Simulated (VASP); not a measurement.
# Zn (P6_3/mmc) in VASP: further runs

Zn is run at these levels: LDA; tasks: single point, relaxation of cell and atoms.

All numbers are computed with VASP 6.6.1; they aren't measurements. Logs are shortened: lines on timing, memory, paths and dates and some standing lists are left out, and cuts for length are marked.

**1. The cell of the first run**

The structure is hexagonal, space group P6_3/mmc (No. 194). Conventional cell: a = 2.588 Å, b = 2.588 Å, c = 4.745 Å, α = 90.00°, β = 90.00°, γ = 120.00°. Zn (site symmetry -6m2) has 12 Zn at 2.59 to 2.80 Å within 3.4 Å.

**2. Single point, LDA**

INCAR reads:

```
  PREC = Accurate
  ENCUT = 520
  EDIFF = 1E-6
  ISMEAR = -1
  SIGMA = 0.1
  LREAL = F
  LASPH = T
  NELM = 80
  ALGO = Normal
  ISIF = 2
  LWAVE = F
  LCHARG = T
  GGA = CA
  LELF = T
  LVHAR = T
  NBANDS = 19
```

KPOINTS reads:

```
regular mesh
0
Gamma
  16 16 9
```

POSCAR reads:

```
Zn
1.0
    2.5875262533      0.0000000000      0.0000000000
   -1.2937631266      2.2408634683      0.0000000000
    0.0000000000      0.0000000000      4.7450190838
Zn
2
Direct
    0.3333333333      0.6666666667      0.2500000000
    0.6666666667      0.3333333333      0.7500000000
```

Potentials or basis: VASP PAW LDA potentials, release 64 (Zn).

Started as:

```bash
$ cat potpaw_LDA.64/Zn/POTCAR > POTCAR
$ mpirun -np 1 vasp_std > vasp.out
```

OUTCAR:

```text
PREC = Accurate
   ENCUT = 520
   EDIFF = 1E-6
   ISMEAR = -1
   LREAL = F
   LASPH = T
   NELM = 80
   ISIF = 2
   GGA = CA

 ion  position               nearest neighbor table
   1  0.333  0.667  0.250-   2 2.80   2 2.80   2 2.80   2 2.80   2 2.80   2 2.80
   2  0.667  0.333  0.750-   1 2.80   1 2.80   1 2.80   1 2.80   1 2.80   1 2.80

  LATTYP: Found a hexagonal cell.
 ALAT       =     2.5875262533
 C/A-ratio  =     1.8338051943

  Lattice vectors:

 A1 = (   2.5875262533,   0.0000000000,   0.0000000000)
 A2 = (  -1.2937631266,   2.2408634683,   0.0000000000)
 A3 = (   0.0000000000,   0.0000000000,   4.7450190838)

Analysis of symmetry for initial positions (statically):
=====================================================================
 Subroutine PRICEL returns:
 Original cell was already a primitive cell.

 Routine SETGRP: Setting up the symmetry group for a
 hexagonal supercell.

 Subroutine GETGRP returns: Found 24 space group operations
 (whereof 12 operations were pure point group operations)
 out of a pool of 24 trial point group operations.

The static configuration has the point symmetry D_3d.
 The point group associated with its full space group is D_6h.

Analysis of symmetry for dynamics (positions and initial velocities):
=====================================================================
 Subroutine PRICEL returns:
 Original cell was already a primitive cell.

 Routine SETGRP: Setting up the symmetry group for a
 hexagonal supercell.

 Subroutine GETGRP returns: Found 24 space group operations
 (whereof 12 operations were pure point group operations)
 out of a pool of 24 trial point group operations.

The dynamic configuration has the point symmetry D_3d.
 The point group associated with its full space group is D_6h.

 Subroutine INISYM returns: Found 24 space group operations
 (whereof 12 operations are pure point group operations),
 and found     1 'primitive' translations

----------------------------------------------------------------------------------------

                                     Primitive cell

  volume of cell :      27.5130

  direct lattice vectors                    reciprocal lattice vectors
     2.587526253  0.000000000  0.000000000     0.386469509  0.223128275  0.000000000
    -1.293763127  2.240863468  0.000000000     0.000000000  0.446256550  0.000000000
     0.000000000  0.000000000  4.745019084     0.000000000  0.000000000  0.210747308

  length of vectors
     2.587526253  2.587526253  4.745019084     0.446256550  0.446256550  0.210747308

  position of ions in fractional coordinates (direct lattice)
     0.333333333  0.666666667  0.250000000
     0.666666667  0.333333333  0.750000000

  ion indices of the primitive-cell ions
   primitive index   ion index
                 1           1
                 2           2

----------------------------------------------------------------------------------------

 KPOINTS: regular mesh

Automatic generation of k-mesh.
 Grid dimensions read from file:
 generate k-points for:   16   16    9

 Generating k-lattice:

  Cartesian coordinates                     Fractional coordinates (reciprocal lattice)
     0.024154344  0.013945517  0.000000000     0.062500000 -0.000000000  0.000000000
     0.000000000  0.027891034  0.000000000     0.000000000  0.062500000  0.000000000
     0.000000000  0.000000000  0.023416368     0.000000000  0.000000000  0.111111111

  Length of vectors
     0.027891034  0.027891034  0.023416368

  Shift w.r.t. Gamma in fractional coordinates (k-lattice)
     0.000000000  0.000000000  0.000000000

 Subroutine IBZKPT returns following result:
 ===========================================

 Found    150 irreducible k-points:

 Following reciprocal coordinates:
            Coordinates               Weight
  0.000000  0.000000  0.000000      1.000000
  0.062500  0.000000  0.000000      6.000000
  0.125000  0.000000  0.000000      6.000000
  0.187500  0.000000  0.000000      6.000000
  0.250000  0.000000  0.000000      6.000000
  0.312500 -0.000000  0.000000      6.000000
[... 16 lines left out ...]
  0.187500  0.187500  0.000000      6.000000
  0.250000  0.187500  0.000000     12.000000
 [... further k-points ...]
   k-points           NKPTS =    150   k-points in BZ     NKDIM =    150   number of bands    NBANDS=     19
   number of dos      NEDOS =    301   number of ions     NIONS =      2
   total plane-waves  NPLWV =  14400
   dimension x,y,z NGX =    20 NGY =   20 NGZ =   36
   dimension x,y,z NGXF=    40 NGYF=   40 NGZF=   72
   ions per type =               2
   NGX,Y,Z   is equivalent  to a cutoff of  12.85, 12.85, 12.61 a.u.
   NGXF,Y,Z  is equivalent  to a cutoff of  25.70, 25.70, 25.23 a.u.
 SYSTEM =  unknown system
   PREC   = accura    normal or accurate (medium, high low for compatibility)
   ISTART =      0    job   : 0-new  1-cont  2-samecut
   ICHARG =      2    charge: 1-file 2-atom 10-const
   ISPIN  =      1    spin polarized calculation?
   LNONCOLLINEAR =      F non collinear calculations
   LSORBIT =      F    spin-orbit coupling
   LASPH  =      T    aspherical Exc in radial PAW
   ENCUT  =  520.0 eV  38.22 Ry    6.18 a.u.   4.81  4.81  8.82*2*pi/ulx,y,z
   NELM   =     80;   NELMIN=  2; NELMDL= -5     # of ELM steps
   EDIFF  = 0.1E-05   stopping-criterion for ELM
   LREAL  =      F    real-space projection
   EDIFFG = 0.1E-04   stopping-criterion for IOM
   NSW    =      0    number of steps for IOM
   IBRION =     -1    ionic relax: 0-MD 1-quasi-New 2-CG
   NFREE  =      0    steps in history (QN), initial steepest desc. (CG)
   ISIF   =      2    stress and relaxation
   ISYM   =      2    0-nonsym 1-usesym 2-fastsym
   POTIM  = 0.5000    time-step for ionic-motion
   TEBEG  =    0.0;   TEEND  =   0.0 temperature during run
   PSTRESS=    0.0 pullay stress
   NELECT =      24.0000    total number of electrons
   NUPDOWN=      -1.0000    fix difference up-down
   EMIN   =  10.00;   EMAX   =-10.00  energy-range for DOS
   EFERMI =   0.00;   METHOD = LEGACY
   ISMEAR =    -1;   SIGMA  =   0.10  broadening in eV -4-tet -1-fermi 0-gaus
   EFERMI_NEDOS =   21; number of points for ismear=-14 and -15
   IALGO  =     38    algorithm
   IMIX   =      4    mixing-type and parameters
     AMIX     =   0.40;   BMIX     =  1.00
     AMIX_MAG =   1.60;   BMIX_MAG =  1.00
  volume/ion in A,a.u.               =      13.76        92.83
  Fermi-wavevector in a.u.,A,eV,Ry     =   1.564225  2.955957 33.290730  2.446800
  Thomas-Fermi vector in A             =   2.666880
   LORBIT       =      0    0 simple, 1 ext, 2 COOP (PROOUT), +10 PAW based schemes
   GGA     = CA    functional components
   LHFCALC =     F    Hartree Fock is set to
   AEXX    =    0.0000 exact exchange contribution
   IVDW    =     0    specifies the selected vdW correction
   LEPSILON=     F    determine dielectric tensor
   LRPA    =     F    only Hartree local field effects (RPA)
 non-spin polarized calculation
  energy-cutoff  :      520.00
  volume of cell :       27.51
 maximum number of plane-waves:       754
 NGX is ok and might be reduce to    20
   NGX =  9   NGY =  9   NGZ = 17

 number of electron      24.0000001 magnetization

 Free energy of the ion-electron system (eV)
  ---------------------------------------------------
  ext. energy  EPLUGINS =         0.00000000
  ---------------------------------------------------
  free energy    TOTEN  =        -3.76825407 eV

  energy without entropy =       -3.76040430  energy(sigma->0) =       -3.76432919

 E-fermi :   3.6579     XC(G=0): -12.4319

 val. band max:        3.6003041952   @ k =   0.3750   0.0000   0.0000
 cond. band min:       3.6719944194   @ k =   0.0000   0.0000   0.2222
 fundamental gap:      0.0716902242
 Fermi energy:         3.6578805890

 k-point     1 :       0.0000    0.0000    0.0000
  band No.  band energies     occupation
      1      -7.5895      2.00000
      2      -5.4970      2.00000
      3      -4.6515      2.00000
      4      -4.3919      2.00000
      5      -4.3919      2.00000
      6      -4.3272      2.00000
[... 11 lines left out ...]
     18      23.7591      0.00000
     19      23.7703      0.00000

 k-point     2 :       0.0625    0.0000    0.0000
  band No.  band energies     occupation
      1      -7.4664      2.00000
      2      -5.4398      2.00000
      3      -4.6385      2.00000
      4      -4.4047      2.00000
      5      -4.3599      2.00000
      6      -4.3420      2.00000
[... 11 lines left out ...]
     18      22.9357      0.00000
     19      24.9074      0.00000

 k-point     3 :       0.1250    0.0000    0.0000
  band No.  band energies     occupation
      1      -7.1034      2.00000
      2      -5.2874      2.00000
      3      -4.6146      2.00000
      4      -4.4312      2.00000
      5      -4.3651      2.00000
      6      -4.2678      2.00000
[... 11 lines left out ...]
     18      22.1243      0.00000
     19      23.6430      0.00000

 k-point     4 :       0.1875    0.0000    0.0000
  band No.  band energies     occupation
      1      -6.5275      2.00000
      2      -5.1093      2.00000
      3      -4.5987      2.00000
      4      -4.4719      2.00000
      5      -4.3300      2.00000
      6      -4.3018      2.00000
[... 11 lines left out ...]
     18      20.5821      0.00000
     19      21.0988      0.00000

 k-point     5 :       0.2500    0.0000    0.0000
  band No.  band energies     occupation
      1      -5.8370      2.00000
      2      -5.0345      2.00000
      3      -4.5634      2.00000
      4      -4.5225      2.00000
      5      -4.4638      2.00000
      6      -4.1543      2.00000
[... 11 lines left out ...]
     18      19.9313      0.00000
     19      21.1359      0.00000
[... 334 lines left out ...]
      2      -5.0042      2.00000
      3      -4.9363      2.00000
      4      -4.3912      2.00000
      5      -4.2691      2.00000
      6      -4.2393      2.00000
[... 11 lines left out ...]
     18      17.1269      0.00000
     19      18.2453      0.00000

 k-point    22 :       0.4375    0.1250    0.0000
  band No.  band energies     occupation
      1      -5.1330      2.00000
      2      -5.0158      2.00000
      3      -4.9583      2.00000
      4      -4.3919      2.00000
      5      -4.2958      2.00000
      6      -4.2142      2.00000
[... 11 lines left out ...]
     18      16.9926      0.00000
     19      18.1361      0.00000

 k-point    23 :       0.1875    0.1875    0.0000
  band No.  band energies     occupation
      1      -4.9908      2.00000
      2      -4.7734      2.00000
      3      -4.7343      2.00000
      4      -4.7240      2.00000
      5      -4.4381      2.00000
      6      -4.3558      2.00000
[... 11 lines left out ...]
     18      16.5177      0.00000
     19      17.7724      0.00000

 k-point    24 :       0.2500    0.1875    0.0000
  band No.  band energies     occupation
      1      -4.8646      2.00000
      2      -4.8180      2.00000
      3      -4.8139      2.00000
      4      -4.4873      2.00000
      5      -4.4051      2.00000
      6      -4.3472      2.00000
[... 11 lines left out ...]
     18      15.5931      0.00000
     19      16.7471      0.00000

 [... further k-points ...]

------------------------ aborting loop because EDIFF is reached ----------------------------------------

  FORCE on cell =-STRESS in cart. coord.  units (eV):
  Direction    XX          YY          ZZ          XY          YZ          ZX
  --------------------------------------------------------------------------------------
  -------------------------------------------------------------------------------------
  Total       -0.1560155     -0.1560155     -0.2052834     -0.0000000      0.0000000      0.0000000
  in kB       -9.0853170     -9.0853170    -11.9543587     -0.0000000      0.0000000      0.0000000
  external PRESSURE =     -10.0416642 kB  Pullay stress =       0.0000000 kB

 VOLUME and BASIS-vectors are now :
 -----------------------------------------------------------------------------
  energy-cutoff  :      520.00
  volume of cell :       27.51
      direct lattice vectors                 reciprocal lattice vectors
     2.587526253  0.000000000  0.000000000     0.386469509  0.223128275  0.000000000
    -1.293763127  2.240863468  0.000000000     0.000000000  0.446256550  0.000000000
     0.000000000  0.000000000  4.745019084     0.000000000  0.000000000  0.210747308

 POSITION                                       TOTAL-FORCE (eV/Angst)
 -----------------------------------------------------------------------------------
     -0.00000      1.49391      1.18625         0.000000      0.000000      0.000000
      1.29376      0.74695      3.55876        -0.000000     -0.000000      0.000000
 -----------------------------------------------------------------------------------
    total drift:                                0.000000     -0.000000      0.000000

  FREE ENERGIE OF THE ION-ELECTRON SYSTEM (eV)
  ---------------------------------------------------
  free  energy   TOTEN  =        -3.7682540733 eV

  energy  without entropy=       -3.7604042982  energy(sigma->0) =       -3.76432919
```

Wall time 45 s (1 thread of AMD EPYC 7R13 (Zen 3), shared host); peak memory 0.14 GiB.

What came out:

| Item | Value |
| --- | --- |
| Free energy | -3.7683 eV |
| Pressure | -1.0 GPa |
| Band gap on the k mesh | zero (bands 12 and 13 overlap by 4.32 eV) |

Levels at points of the mesh, in eV from the Fermi level:
| k point | band 10 | band 11 | band 12 | band 13 | band 14 | band 15 |
| --- | --- | --- | --- | --- | --- | --- |
| (0.00, 0.00, 0.00) | -7.34 | -7.34 | -4.08 | -2.88 | 14.90 | 18.36 |
| (0.50, 0.00, 0.00) | -7.12 | -3.21 | -2.32 | 2.89 | 3.62 | 4.70 |

**3. Single point, LDA**

INCAR reads:

```
  ALGO = Normal
  EDIFF = 1E-7
  ENCUT = 520
  ISIF = 2
  ISMEAR = -1
  LASPH = T
  LCHARG = F
  LREAL = F
  LWAVE = F
  NBANDS = 19
  NELM = 60
  PREC = Accurate
  SIGMA = 0.1
```

KPOINTS reads:

```
k-points
0
Gamma
  16 16 9
```

POSCAR reads:

```
Zn
1.0
    2.5874537945      0.0000000000      0.0000000000
   -1.2937268973      2.2408007172      0.0000000000
    0.0000000000      0.0000000000      4.7460070451
Zn
2
Direct
    0.3333333333      0.6666666667      0.2500000000
    0.6666666667      0.3333333333      0.7500000000
```

Potentials or basis: VASP PAW LDA potentials, release 64 (Zn).

Started as:

```bash
$ cat potpaw_LDA.64/Zn/POTCAR > POTCAR
$ mpirun -np 1 vasp_std > vasp.out
```

Wall time 43 s (1 thread of AMD EPYC 7R13 (Zen 3), shared host); peak memory 0.14 GiB.

It converged, with:

```
Free energy            : -3.7682 eV
Pressure               : -1.0 GPa
Band gap on the k mesh : zero (bands 12 and 13 overlap by 4.32 eV)
```

Stress tensor (GPa, compression positive):
```
-0.91  0.00  0.00
 0.00 -0.91  0.00
 0.00  0.00 -1.22
```

Levels at points of the mesh, in eV from the Fermi level:
| k point | band 9 | band 10 | band 11 | band 12 | band 13 | band 14 | band 15 | band 16 |
| --- | --- | --- | --- | --- | --- | --- | --- | --- |
| (0.00, 0.00, 0.00) | -7.61 | -7.34 | -7.34 | -4.08 | -2.88 | 14.89 | 18.36 | 18.36 |
| (0.50, 0.00, 0.00) | -7.15 | -7.12 | -3.21 | -2.32 | 2.89 | 3.62 | 4.70 | 6.03 |

**4. Relaxation of cell and atoms, LDA, target pressure -1.7 GPa, at which the enthalpy is minimised**

INCAR reads:

```
PREC = Accurate ; ENCUT = 600
EDIFF = 1E-7 ; ISMEAR = -1
SIGMA = 0.1 ; LREAL = F
LASPH = T ; NELM = 100
ALGO = Normal ; ISIF = 3
LWAVE = F ; LCHARG = F
GGA = CA ; IBRION = 2
NSW = 32 ; EDIFFG = -0.005
PSTRESS = -17.0
```

KPOINTS reads:

```
Automatic mesh
0
Gamma
  16 16 9
```

POSCAR reads:

```
Zn
1.0
    2.5875262532      0.0000000000      0.0000000000
   -1.2937631266      2.2408634683      0.0000000000
    0.0000000000      0.0000000000      4.7450190838
Zn
2
Direct
    0.3333333333      0.6666666667      0.2500000000
    0.6666666667      0.3333333333      0.7500000000
```

Started as:

```bash
$ cat potpaw_LDA.64/Zn/POTCAR > POTCAR
$ mpirun -np 1 vasp_std > vasp.out
```

Wall time 46 s (1 thread of Intel Xeon 6975P-C (Granite Rapids), shared host); peak memory 0.19 GiB.

It converged, with:

```
Free energy                                                : -3.7665 eV
Relaxed volume                                             : 13.84 Å³/atom
Relaxed cell                                               : a = 2.594 Å, b = 2.594 Å, c = 4.751 Å, α = 90.00°, β = 90.00°, γ = 120.00°
Space group after relaxing (to 0.1 Å)                      : P6_3/mmc (No. 194)
Energy change on relaxing (the run minimises the enthalpy) : +0.7 meV/atom
Ionic steps                                                : 3
Pressure after relaxing                                    : -1.7 GPa
Band gap on the k mesh                                     : zero (bands 12 and 13 overlap by 4.31 eV)
```

Step by step:
| step | energy change (eV) | largest force (eV/Å) | pressure (GPa) | volume (Å³) |
| --- | --- | --- | --- | --- |
| 1 | 0.0000 | 0.0000 | -1.07 | 27.51 |
| 2 | 0.0020 | 0.0000 | -1.86 | 27.73 |
| 3 | 0.0014 | 0.0000 | -1.69 | 27.68 |

Final structure:
```yaml
crystal:
  lattice:
    - [2.59355, 0.00000, 0.00000]
    - [-1.29678, 2.24608, 0.00000]
    - [0.00000, 0.00000, 4.75142]
  atoms:
    - { symbol: Zn, position: [0.33333, 0.66667, 0.25000] }
    - { symbol: Zn, position: [0.66667, 0.33333, 0.75000] }
```

Levels at points of the mesh, in eV from the Fermi level:
```tsv
k point	band 8	band 9	band 10	band 11	band 12	band 13	band 14	band 15	band 16
(0.00, 0.00, 0.00)	-7.60	-7.60	-7.34	-7.34	-4.05	-2.87	14.87	18.25	18.25
(0.50, 0.00, 0.00)	-7.34	-7.15	-7.12	-3.19	-2.33	2.88	3.61	4.66	6.01
```

Caveat: the cell is relaxed towards a set pressure, so the run minimises the enthalpy, not the energy.

(Part 1 of 2 ends here.)
